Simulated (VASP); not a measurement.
# PbS (I4mm) in VASP: single point with PBE

Aim: the single point of PbS with PBE.

All numbers are computed with VASP 6.6.1; they aren't measurements. Logs are shortened: lines on timing, memory, paths and dates and some standing lists are left out, and cuts for length are marked.

### 1 The cell of the first run

It takes space group I4mm (No. 107, tetragonal). The conventional cell has a = 4.250 Å, b = 4.250 Å, c = 6.010 Å, α = 90.00°, β = 90.00°, γ = 90.00°. Pb (site symmetry 4mm) has 6 S at 2.99 to 3.02 Å within 3.9 Å. Within 3.9 Å of S (site symmetry 4mm) lie 6 Pb at 2.99 to 3.02 Å.

### 2 Single point, PBE

The input, POSCAR:

```
PbS
1.0
   -2.1249249151      2.1249249151      3.0052256439
    2.1249249151     -2.1249249151      3.0052256439
    2.1249249151      2.1249249151     -3.0052256439
Pb S
1 1
Direct
    0.5010137311      0.5010137311      0.0000000000
    0.9989970460      0.9989970460      0.0000000000
```

The input, INCAR.step1:

```
PREC = Accurate
ENCUT = 520
EDIFF = 1E-6
ISMEAR = 0
SIGMA = 0.02
LREAL = F
LASPH = T
NELM = 80
ALGO = Normal
ISIF = 2
LWAVE = F
LCHARG = T
GGA = PE
NBANDS = 17
```

The input, KPOINTS.step1:

```
regular mesh
0
Gamma
  12 12 12
```

The input, INCAR.step2:

```
PREC = Accurate
ENCUT = 520
EDIFF = 1E-6
ISMEAR = -5
SIGMA = 0.02
LREAL = F
LASPH = T
NELM = 80
ALGO = Normal
ISIF = 2
LWAVE = F
LCHARG = F
GGA = PE
LORBIT = 11
NBANDS = 17
NEDOS = 2001
ICHARG = 11
```

The input, KPOINTS.step2:

```
regular mesh
0
Gamma
  18 18 18
```

Potentials or basis: VASP PAW PBE potentials, release 64 (Pb_d, S).

On the command line:

```sh
> cat potpaw_PBE.64/Pb_d/POTCAR potpaw_PBE.64/S/POTCAR > POTCAR
> cp INCAR.step1 INCAR
> cp KPOINTS.step1 KPOINTS
> mpirun -np 1 vasp_std > vasp.out
> cp INCAR.step2 INCAR
> cp KPOINTS.step2 KPOINTS
> mpirun -np 1 vasp_std > vasp.out
```

OUTCAR:

```text
PREC = Accurate
   ENCUT = 520
   EDIFF = 1E-6
   ISMEAR = -5
   LREAL = F
   LASPH = T
   NELM = 80
   ISIF = 2
   GGA = PE
   LORBIT = 11
   ICHARG = 11

 ion  position               nearest neighbor table
   1  0.501  0.501  0.000-   2 2.99   2 3.01   2 3.01   2 3.01   2 3.01   2 3.02
   2  0.999  0.999  0.000-   1 2.99   1 3.01   1 3.01   1 3.01   1 3.01   1 3.02

  LATTYP: Found a body centered tetragonal cell.
 ALAT       =     4.2498498302
 C/A-ratio  =     1.4142738045

  Lattice vectors:

 A1 = (  -2.1249249151,   2.1249249151,   3.0052256439)
 A2 = (   2.1249249151,  -2.1249249151,   3.0052256439)
 A3 = (   2.1249249151,   2.1249249151,  -3.0052256439)

Analysis of symmetry for initial positions (statically):
=====================================================================
 Subroutine PRICEL returns:
 Original cell was already a primitive cell.

 Routine SETGRP: Setting up the symmetry group for a
 body centered tetragonal supercell.

 Subroutine GETGRP returns: Found  8 space group operations
 (whereof  8 operations were pure point group operations)
 out of a pool of 16 trial point group operations.

The static configuration has the point symmetry C_4v.

Analysis of symmetry for dynamics (positions and initial velocities):
=====================================================================
 Subroutine PRICEL returns:
 Original cell was already a primitive cell.

 Routine SETGRP: Setting up the symmetry group for a
 body centered tetragonal supercell.

 Subroutine GETGRP returns: Found  8 space group operations
 (whereof  8 operations were pure point group operations)
 out of a pool of 16 trial point group operations.

The dynamic configuration has the point symmetry C_4v.

 Subroutine INISYM returns: Found  8 space group operations
 (whereof  8 operations are pure point group operations),
 and found     1 'primitive' translations

----------------------------------------------------------------------------------------

                                     Primitive cell

  volume of cell :      54.2781

  direct lattice vectors                    reciprocal lattice vectors
    -2.124924915  2.124924915  3.005225644     0.000000000  0.235302432  0.166376858
     2.124924915 -2.124924915  3.005225644     0.235302432  0.000000000  0.166376858
[... 90 lines left out ...]
   NSW    =      0    number of steps for IOM
   IBRION =     -1    ionic relax: 0-MD 1-quasi-New 2-CG
   NFREE  =      0    steps in history (QN), initial steepest desc. (CG)
   ISIF   =      2    stress and relaxation
   ISYM   =      2    0-nonsym 1-usesym 2-fastsym
   POTIM  = 0.5000    time-step for ionic-motion
   TEBEG  =    0.0;   TEEND  =   0.0 temperature during run
   PSTRESS=    0.0 pullay stress
   NELECT =      20.0000    total number of electrons
   NUPDOWN=      -1.0000    fix difference up-down
   EMIN   =  10.00;   EMAX   =-10.00  energy-range for DOS
   EFERMI =   0.00;   METHOD = LEGACY
   ISMEAR =    -5;   SIGMA  =   0.02  broadening in eV -4-tet -1-fermi 0-gaus
   EFERMI_NEDOS =   21; number of points for ismear=-14 and -15
   IALGO  =     38    algorithm
   IMIX   =      4    mixing-type and parameters
     AMIX     =   0.40;   BMIX     =  1.00
     AMIX_MAG =   1.60;   BMIX_MAG =  1.00
  volume/ion in A,a.u.               =      27.14       183.14
  Fermi-wavevector in a.u.,A,eV,Ry     =   1.173663  2.217901 18.741819  1.377485
  Thomas-Fermi vector in A             =   2.310072
   LORBIT       =     11    0 simple, 1 ext, 2 COOP (PROOUT), +10 PAW based schemes
   GGA     = PE    functional components
   LHFCALC =     F    Hartree Fock is set to
   AEXX    =    0.0000 exact exchange contribution
   IVDW    =     0    specifies the selected vdW correction
   LEPSILON=     F    determine dielectric tensor
   LRPA    =     F    only Hartree local field effects (RPA)
 non-spin polarized calculation
 Fermi weights with tetrahedron method with Bloechl corrections
  energy-cutoff  :      520.00
  volume of cell :       54.28
 maximum number of plane-waves:      1476

 number of electron      20.0000003 magnetization

 Free energy of the ion-electron system (eV)
  ---------------------------------------------------
  ext. energy  EPLUGINS =         0.00000000
  ---------------------------------------------------
  free energy    TOTEN  =        -8.76942763 eV

  energy without entropy =       -8.76942763  energy(sigma->0) =       -8.76942763

 E-fermi :   5.2761     XC(G=0):  -9.4970

 val. band max:        5.2717133102   @ k =   0.5000   0.0000   0.0000
 cond. band min:       5.7742872872   @ k =   0.5000   0.0000   0.0000
 fundamental gap:      0.5025739770
 Fermi energy:         5.2760588456

 k-point     1 :       0.0000    0.0000    0.0000
  band No.  band energies     occupation
      1     -11.4524      2.00000
      2     -11.4524      2.00000
      3     -11.4524      2.00000
      4     -11.4391      2.00000
      5     -11.4391      2.00000
      6      -7.9363      2.00000
[... 457 lines left out ...]
      4     -11.4377      2.00000
      5     -11.4310      2.00000
      6      -7.5937      2.00000
[... 9 lines left out ...]
     16      13.3526      0.00000
     17      16.0891      0.00000

 [... further k-points ...]

------------------------ aborting loop because EDIFF is reached ----------------------------------------

  FORCE on cell =-STRESS in cart. coord.  units (eV):
  Direction    XX          YY          ZZ          XY          YZ          ZX
  --------------------------------------------------------------------------------------
  -------------------------------------------------------------------------------------
  Total       -0.0337854     -0.0337854     -0.0336738      0.0000000      0.0000000      0.0000000
  in kB       -0.9972772     -0.9972772     -0.9939805      0.0000000      0.0000000      0.0000000
  external PRESSURE =      -0.9961783 kB  Pullay stress =       0.0000000 kB

 VOLUME and BASIS-vectors are now :
 -----------------------------------------------------------------------------
  energy-cutoff  :      520.00
  volume of cell :       54.28
      direct lattice vectors                 reciprocal lattice vectors
    -2.124924915  2.124924915  3.005225644     0.000000000  0.235302432  0.166376858
     2.124924915 -2.124924915  3.005225644     0.235302432  0.000000000  0.166376858
     2.124924915  2.124924915 -3.005225644     0.235302432  0.235302432  0.000000000

 POSITION                                       TOTAL-FORCE (eV/Angst)
 -----------------------------------------------------------------------------------
      0.00000      0.00000      3.01132        -0.000000     -0.000000     -0.002323
      0.00000      0.00000      6.00442         0.000000      0.000000      0.002323
 -----------------------------------------------------------------------------------
    total drift:                                0.000000      0.000000     -0.000021

  FREE ENERGIE OF THE ION-ELECTRON SYSTEM (eV)
  ---------------------------------------------------
  free  energy   TOTEN  =        -8.7694276329 eV

  energy  without entropy=       -8.7694276329  energy(sigma->0) =       -8.76942763

 total charge

# of ion       s       p       d       tot
------------------------------------------
    1        1.489   0.484   9.843  11.816
    2        1.349   2.331   0.000   3.680
--------------------------------------------------
tot          2.838   2.815   9.843  15.496
```

OSZICAR.step1:

```text
N       E                     dE             d eps       ncg     rms          rms(c)
DAV:   1     0.153648353477E+03    0.15365E+03   -0.98114E+03  5542   0.123E+03
DAV:   2     0.286218379695E+01   -0.15079E+03   -0.14519E+03  5851   0.309E+02
DAV:   3    -0.898309548791E+01   -0.11845E+02   -0.11722E+02  7179   0.895E+01
DAV:   4    -0.927888503421E+01   -0.29579E+00   -0.29546E+00  7203   0.155E+01
DAV:   5    -0.928826367098E+01   -0.93786E-02   -0.93777E-02  8021   0.279E+00    0.434E+00
DAV:   6    -0.876438194424E+01    0.52388E+00   -0.15233E+00  8757   0.802E+00    0.306E+00
DAV:   7    -0.876595707787E+01   -0.15751E-02   -0.14561E-01  6719   0.188E+00    0.182E+00
DAV:   8    -0.876983617788E+01   -0.38791E-02   -0.17775E-02  6526   0.141E+00    0.339E-01
DAV:   9    -0.876918478198E+01    0.65140E-03   -0.39070E-03  8864   0.524E-01    0.932E-02
DAV:  10    -0.876941104361E+01   -0.22626E-03   -0.41666E-04  6412   0.117E-01    0.709E-02
DAV:  11    -0.876941497349E+01   -0.39299E-05   -0.67366E-05  7902   0.885E-02    0.152E-02
DAV:  12    -0.876941599335E+01   -0.10199E-05   -0.45349E-06  7214   0.211E-02    0.347E-03
DAV:  13    -0.876941600548E+01   -0.12129E-07   -0.18605E-07  4692   0.457E-03
   1 F= -.87694160E+01 E0= -.87694160E+01  d E =-.122474E-22
```

It took 7.5 min on 1 thread of AMD EPYC 7R43 (Zen 3), shared host; peak memory 0.47 GiB.

What came out:

```yaml
Valence_electrons_inside_the_program's_atomic_spheres: Pb 11.82; S 3.68
```

Caveat: spin-orbit coupling is left out, which moves the levels of the heavy elements.
